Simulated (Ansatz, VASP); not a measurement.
One calculation of As, two programs

```xyz
6
Lattice="2.7182 -2.8225 0.0000 2.7182 2.8225 0.0000 -0.9857 0.0000 6.1663" Properties=species:S:1:pos:R:3 pbc="T T T"
As    1.2884    0.8305    2.3312
As    3.6552    0.8305    0.7519
As    3.1624   -0.8305    3.8351
As    0.7956   -0.8305    5.4144
As    1.3591    1.4113    0.0000
As    0.8663   -1.4113    3.0832
```

Alike in both runs: task single point; functional PBE; k mesh 4 × 4 × 4; occupations gaussian, width 0.1 eV; no spin polarisation.

|  | VASP | Ansatz |
| --- | --- | --- |
| version | VASP 6.6.1 | Ansatz 0.2.0 |
| potentials or method | VASP PAW PBE potentials, release 64 (As), cutoff 520 eV | scalar-relativistic, plane waves, PAW |
| valence electrons in the cell | 30 | 90 |

VASP gave:

* gap on the k mesh at the Fermi level (eV): none
* rms of the force components (eV/Å): 1.774

Question: Estimate Ansatz's values.

Answer: gap on the k mesh at the Fermi level (eV): none; rms of the force components (eV/Å): 1.692.

Atom by atom the forces differ by 0.082 eV/Å (rms over components). A gap of «none» marks a metal or a gap that the smearing closes. With one functional, cell and mesh, what is left measures potentials, basis and numerics. VASP's potentials hold 30 valence electrons a cell and Ansatz's 90, so a difference there can come from the potentials and not from the codes.

The k mesh is coarse, so the values compare programs but aren't converged.
